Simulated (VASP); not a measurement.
# AlNi (Fmm2) in VASP: single point with PBE

Aim: the single point of AlNi with PBE.

Everything below comes from runs of VASP 6.6.1. Logs are shortened: lines on timing, memory, paths and dates and some standing lists are left out, and cuts for length are marked.

## Step 1: The cell of the first run

The structure is orthorhombic, space group Fmm2 (No. 42). Conventional cell: a = 5.786 Å, b = 8.183 Å, c = 8.183 Å, α = 90.00°, β = 90.00°, γ = 90.00°. Al (site symmetry m) has 8 Ni at 2.38 to 2.63 Å and 6 Al at 2.89 Å within 3.1 Å. Al (site symmetry 2) has 8 Ni at 2.51 Å and 6 Al at 2.89 Å within 3.3 Å. Within 3.1 Å of Ni (site symmetry mm2) lie 8 Al at 2.38 to 2.63 Å and 6 Ni at 2.79 to 3.00 Å. Within 3.3 Å of Ni (site symmetry mm2) lie 8 Al at 2.51 Å and 6 Ni at 2.89 to 2.90 Å. Within 3.3 Å of Ni (site symmetry m) lie 8 Al at 2.51 Å and 6 Ni at 2.79 to 3.00 Å.

## Step 2: Single point, PBE (atom 5 (Ni) moved +0.150 Å along Cartesian [1 1 0])

The input, INCAR:

```
SYSTEM = AlNi
PREC = Accurate
ENCUT = 520
EDIFF = 1E-6
ISMEAR = 0
SIGMA = 0.15
LREAL = .FALSE.
LASPH = .TRUE.
NELM = 100
ALGO = Fast
ISIF = 2
LWAVE = .FALSE.
LCHARG = .TRUE.
GGA = PE
LELF = .TRUE.
LVHAR = .TRUE.
NBANDS = 36
```

The input, KPOINTS:

```
Automatic mesh
0
G
  14 14 14
  0 0 0
```

The input, POSCAR:

```
AlNi
1.0
   -2.8930835326      2.8930835326      2.8930835326
    2.8930835326     -2.8930835326      2.8930835326
    2.8930835326      2.8930835326     -2.8930835326
Al Ni
4 4
Direct
    0.5000000000      0.5000000000      0.0000000000
    0.0000000000      0.0000000000      0.0000000000
    0.0000000000      0.5000000000      0.5000000000
    0.5000000000      0.0000000000      0.5000000000
    0.5183309635      0.5183309635      0.5366619270
    0.0000000000      0.0000000000      0.5000000000
    0.0000000000      0.5000000000      0.0000000000
    0.5000000000      0.0000000000      0.0000000000
```

Potentials or basis: VASP PAW PBE potentials, release 64 (Al, Ni).

Command:

```sh
cat potpaw_PBE.64/Al/POTCAR potpaw_PBE.64/Ni/POTCAR > POTCAR
mpirun -np 1 vasp_std > vasp.out
```

OUTCAR:

```text
SYSTEM = AlNi
   PREC = Accurate
   ENCUT = 520
   EDIFF = 1E-6
   ISMEAR = 0
   LREAL = .FALSE.
   LASPH = .TRUE.
   NELM = 100
   ISIF = 2
   GGA = PE

 ion  position               nearest neighbor table
   1  0.500  0.500  0.000-   5 2.38   6 2.51   7 2.51   8 2.51   8 2.51   7 2.51   6 2.51   5 2.63
                             3 2.89   4 2.89   4 2.89   3 2.89   2 2.89   2 2.89
   2  0.000  0.000  0.000-   5 2.38   6 2.51   7 2.51   8 2.51   6 2.51   7 2.51   8 2.51   5 2.63
                             3 2.89   4 2.89   3 2.89   1 2.89   4 2.89   1 2.89
   3  0.000  0.500  0.500-   6 2.51   7 2.51   8 2.51   7 2.51   6 2.51   8 2.51   5 2.51   5 2.51
                             2 2.89   4 2.89   2 2.89   1 2.89   4 2.89   1 2.89
   4  0.500  0.000  0.500-   6 2.51   7 2.51   8 2.51   8 2.51   6 2.51   7 2.51   5 2.51   5 2.51
                             2 2.89   1 2.89   3 2.89   2 2.89   3 2.89   1 2.89
   5  0.518  0.518  0.537-   1 2.38   2 2.38   3 2.51   4 2.51   4 2.51   3 2.51   1 2.63   2 2.63
                             7 2.79   8 2.79   6 2.90   6 2.90   8 3.00   7 3.00
   6  0.000  0.000  0.500-   1 2.51   2 2.51   3 2.51   4 2.51   2 2.51   3 2.51   4 2.51   1 2.51
                             7 2.89   7 2.89   8 2.89   8 2.89   5 2.90   5 2.90
   7  0.000  0.500  0.000-   1 2.51   2 2.51   3 2.51   4 2.51   3 2.51   2 2.51   1 2.51   4 2.51
                             5 2.79   6 2.89   6 2.89   8 2.89   8 2.89   5 3.00
   8  0.500  0.000  0.000-   1 2.51   2 2.51   3 2.51   4 2.51   4 2.51   1 2.51   2 2.51   3 2.51
                             5 2.79   6 2.89   6 2.89   7 2.89   7 2.89   5 3.00

  LATTYP: Found a body centered cubic cell.
 ALAT       =     5.7861670652

  Lattice vectors:

 A1 = (  -2.8930835326,   2.8930835326,   2.8930835326)
 A2 = (   2.8930835326,  -2.8930835326,   2.8930835326)
 A3 = (   2.8930835326,   2.8930835326,  -2.8930835326)

Analysis of symmetry for initial positions (statically):
=====================================================================
 Subroutine PRICEL returns:
 Original cell was already a primitive cell.

 Routine SETGRP: Setting up the symmetry group for a
 body centered cubic supercell.

 Subroutine GETGRP returns: Found  4 space group operations
 (whereof  2 operations were pure point group operations)
 out of a pool of 48 trial point group operations.

The static configuration has the point symmetry C_1h.
 The point group associated with its full space group is C_2v.

Analysis of symmetry for dynamics (positions and initial velocities):
=====================================================================
 Subroutine PRICEL returns:
 Original cell was already a primitive cell.
[... 126 lines left out ...]
   NFREE  =      0    steps in history (QN), initial steepest desc. (CG)
   ISIF   =      2    stress and relaxation
   ISYM   =      2    0-nonsym 1-usesym 2-fastsym
   POTIM  = 0.5000    time-step for ionic-motion
   TEBEG  =    0.0;   TEEND  =   0.0 temperature during run
   PSTRESS=    0.0 pullay stress
   NELECT =      52.0000    total number of electrons
   NUPDOWN=      -1.0000    fix difference up-down
   EMIN   =  10.00;   EMAX   =-10.00  energy-range for DOS
   EFERMI =   0.00;   METHOD = LEGACY
   ISMEAR =     0;   SIGMA  =   0.15  broadening in eV -4-tet -1-fermi 0-gaus
   EFERMI_NEDOS =   21; number of points for ismear=-14 and -15
   IALGO  =     68    algorithm
   IMIX   =      4    mixing-type and parameters
     AMIX     =   0.40;   BMIX     =  1.00
     AMIX_MAG =   1.60;   BMIX_MAG =  1.00
  volume/ion in A,a.u.               =      12.11        81.71
  Fermi-wavevector in a.u.,A,eV,Ry     =   1.330541  2.514358 24.086934  1.770340
  Thomas-Fermi vector in A             =   2.459620
   LORBIT       =      0    0 simple, 1 ext, 2 COOP (PROOUT), +10 PAW based schemes
   GGA     = PE    functional components
   LHFCALC =     F    Hartree Fock is set to
   AEXX    =    0.0000 exact exchange contribution
   IVDW    =     0    specifies the selected vdW correction
   LEPSILON=     F    determine dielectric tensor
   LRPA    =     F    only Hartree local field effects (RPA)
 non-spin polarized calculation
 RMM-DIIS sequential band-by-band and
 Gauss-broadening in eV      SIGMA  =   0.15
  energy-cutoff  :      520.00
  volume of cell :       96.86
 maximum number of plane-waves:      2625
 NGX is ok and might be reduce to    40
   NGX = 19   NGY = 19   NGZ = 19

 number of electron      52.0000030 magnetization

 Free energy of the ion-electron system (eV)
  ---------------------------------------------------
  ext. energy  EPLUGINS =         0.00000000
  ---------------------------------------------------
  free energy    TOTEN  =       -42.09701560 eV

  energy without entropy =      -42.06134292  energy(sigma->0) =      -42.07917926

 E-fermi :   9.8566     XC(G=0): -11.9860

 val. band max:        9.8563781257   @ k =   0.2857   0.3571  -0.4286
 cond. band min:       9.8586832218   @ k =   0.4286   0.2143  -0.4286
 fundamental gap:      0.0023050961
 Fermi energy:         9.8566431091

 k-point     1 :       0.0000    0.0000    0.0000
  band No.  band energies     occupation
      1      -1.1855      2.00000
      2       4.6053      2.00000
      3       4.6082      2.00000
      4       4.6109      2.00000
      5       6.5349      2.00000
      6       6.5400      2.00000
[... 925 lines left out ...]
     35      15.0945      0.00000
     36      15.2913      0.00000

 [... further k-points ...]
[... 5 lines left out ...]
  --------------------------------------------------------------------------------------
  -------------------------------------------------------------------------------------
  Total        0.2477463      0.2477463      0.2099554      0.2405302      0.0000000      0.0000000
  in kB        4.0980270      4.0980270      3.4729192      3.9786647      0.0000000      0.0000000
  external PRESSURE =       3.8896577 kB  Pullay stress =       0.0000000 kB

 VOLUME and BASIS-vectors are now :
 -----------------------------------------------------------------------------
  energy-cutoff  :      520.00
  volume of cell :       96.86
      direct lattice vectors                 reciprocal lattice vectors
    -2.893083533  2.893083533  2.893083533     0.000000000  0.172825981  0.172825981
     2.893083533 -2.893083533  2.893083533     0.172825981  0.000000000  0.172825981
     2.893083533  2.893083533 -2.893083533     0.172825981  0.172825981  0.000000000

 POSITION                                       TOTAL-FORCE (eV/Angst)
 -----------------------------------------------------------------------------------
      0.00000      0.00000      2.89308         0.309094      0.309094     -0.313638
      0.00000      0.00000      0.00000         0.309094      0.309094      0.313638
      2.89308      0.00000      0.00000         0.004556      0.004556     -0.000000
      0.00000      2.89308      0.00000         0.004556      0.004556     -0.000000
      1.55261      1.55261      1.44654        -0.749269     -0.749269     -0.000000
      1.44654      1.44654     -1.44654         0.047744      0.047744     -0.000000
      1.44654     -1.44654      1.44654         0.046327      0.027898     -0.000000
     -1.44654      1.44654      1.44654         0.027898      0.046327     -0.000000
 -----------------------------------------------------------------------------------
    total drift:                                0.000401      0.000401      0.000002

  FREE ENERGIE OF THE ION-ELECTRON SYSTEM (eV)
  ---------------------------------------------------
  free  energy   TOTEN  =       -42.0970156023 eV

  energy  without entropy=      -42.0613429191  energy(sigma->0) =      -42.07917926
```

stdout:

```text
POSCAR found type information on POSCAR AlNi
 POSCAR found :  2 types and       8 ions
 scaLAPACK will be used
 LDA part: xc-table for (Slater+PW92), standard interpolation
 POSCAR, INCAR and KPOINTS ok, starting setup
 FFT: planning ... GRIDC
 FFT: planning ... GRID_SOFT
 FFT: planning ... GRID
 WAVECAR not read
 entering main loop
```

Wall time 47 min (1 thread of Oxide Virtual Turin-like, shared host); peak memory 1.1 GiB.

Results:

| Quantity | Value |
| --- | --- |
| Free energy | -42.0970 eV |
| Pressure | 0.4 GPa |
| Largest force | 1.060 eV/Å |
| Band gap on the k mesh | zero (bands 26 and 27 overlap by 2.74 eV) |

Forces on the atoms (eV/Å):
```
Al   0.309  0.309 -0.314
Al   0.309  0.309  0.314
Al   0.005  0.005  0.000
Al   0.005  0.005  0.000
Ni  -0.749 -0.749  0.000
Ni   0.048  0.048  0.000
Ni   0.046  0.028  0.000
Ni   0.028  0.046  0.000
```

Caveat: the cell differs from its parent crystal (atom 5 (Ni) moved +0.150 Å along Cartesian [1 1 0]); forces of over 1 eV/Å act on the atoms, so gaps and moduli don't describe the material at rest. Spin polarisation is off, so any magnetic state and its effect on volume and gap are missing.
